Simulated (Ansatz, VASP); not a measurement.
## AlGa3N4 in VASP and in Ansatz

```xyz
8
Lattice="4.3559 0.0000 0.0000 0.0000 4.3559 0.0000 0.0000 0.0000 4.4676" Properties=species:S:1:pos:R:3 pbc="T T T"
Al    0.0000    0.0000    0.0000
Ga    2.1780    2.1780    0.0000
Ga    2.1780    0.0000    2.2338
Ga    0.0000    2.1780    2.2338
N     3.2889    3.2889    1.0944
N     3.2889    1.0671    3.3732
N     1.0671    3.2889    3.3732
N     1.0671    1.0671    1.0944
```

Change from the starting cell: strain -0.025 along x and y, +0.000 along z, atoms carried along.

Alike in both runs: task single point; functional PBEsol; k mesh 6 × 6 × 6; occupations gaussian, width 0.05 eV; no spin polarisation.

```csv
,VASP,Ansatz
version,VASP 6.6.1,Ansatz 0.2.0
potentials or method,"VASP PAW PBE potentials, release 64 (Al, Ga_d, N), cutoff 520 eV","scalar-relativistic, plane waves, PAW"
valence electrons in the cell,62,62
```

```tsv
	VASP	Ansatz	Ansatz less VASP
gap on the k mesh at the Fermi level (eV)	2.62	2.60	-0.021
least direct gap on the mesh (eV)	2.62	2.60	-0.021
pressure (GPa)	10.5	10.7	+0.19
traceless stress, the component that is largest in VASP (GPa)	-2.17	-2.16	+0.013
rms of the force components (eV/Å)	0.012	0.013	+0.0012
```

VASP's potentials were made for PBE, not for PBEsol. Atom by atom the forces differ by 0.007 eV/Å (rms over components).
